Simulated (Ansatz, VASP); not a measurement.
NaH in VASP and in Ansatz

File INCAR:

```
PREC     = Accurate       # precision mode
ENCUT    = 520            # plane-wave cutoff, eV
EDIFF    = 1E-6           # SCF threshold, eV
ISMEAR   = 0              # smearing method
SIGMA    = 0.02           # smearing width, eV
LREAL    = F              # projectors in reciprocal space
LASPH    = T              # aspherical terms in the spheres
NELM     = 100            # most SCF steps
ALGO     = Normal         # electronic algorithm
ISIF     = 2              # what is computed and relaxed
LWAVE    = F              # write WAVECAR
LCHARG   = F              # write CHGCAR
GGA      = PE             # functional
NBANDS   = 11             # bands
```

The input KPOINTS:

```
Automatic mesh
0
Gamma
  10 10 10
```

Contents of POSCAR:

```
NaH
1.0
    2.9312170468      0.0288420102     -0.0077719761
    0.0288420102      2.8868901868     -0.0288420102
   -0.0077719761     -0.0288420102      2.9312170468
Na H
1 1
Direct
    0.0121730697      0.0107644626     -0.0121730697
    0.4878269303      0.4892355374      0.5121730697
```

Input for Ansatz:

```yaml
crystal:
  lattice:
    - [2.9312170468, 0.0288420102, -0.0077719761]
    - [0.0288420102, 2.8868901868, -0.0288420102]
    - [-0.0077719761, -0.0288420102, 2.9312170468]
  atoms:
    - { symbol: Na, position: [0.0121730697, 0.0107644626, -0.0121730697] }
    - { symbol: H, position: [0.4878269303, 0.4892355374, 0.5121730697] }
basis:
  ecutwfc: 420
kpoints:
  mp_grid: { grid: [10, 10, 10] }
hamiltonian:
  xc: pbe
scf:
  occupations: { method: gaussian, width: 0.02 }
output:
  forces: true
  stress: true
  eigenvalues: true
  populations: true
```

Alike in both runs: task single point; functional PBE; k mesh 10 × 10 × 10; occupations gaussian, width 0.02 eV; no spin polarisation.

```csv
,VASP,Ansatz
version,VASP 6.6.1,Ansatz 0.2.0
potentials or method,"VASP PAW PBE potentials, release 64 (Na_pv, H), cutoff 520 eV","scalar-relativistic, plane waves, PAW"
valence electrons in the cell,8,10
```

Ansatz gave:

| Item | Value |
| --- | --- |
| gap on the k mesh at the Fermi level (eV) | 1.01 |
| least direct gap on the mesh (eV) | 4.54 |
| pressure (GPa) | 1.4 |
| traceless stress, the component that is largest in VASP (GPa) | 1.21 |
| rms of the force components (eV/Å) | 0.032 |

Problem. What did VASP give for the same quantities?

Solution. gap on the k mesh at the Fermi level (eV): 1.00; least direct gap on the mesh (eV): 4.53; pressure (GPa): 1.4; traceless stress, the component that is largest in VASP (GPa): 1.21; rms of the force components (eV/Å): 0.033.

Atom by atom the forces differ by 0.001 eV/Å (rms over components). VASP's potentials hold 8 valence electrons a cell and Ansatz's 10, so a difference there can come from the potentials and not from the codes.
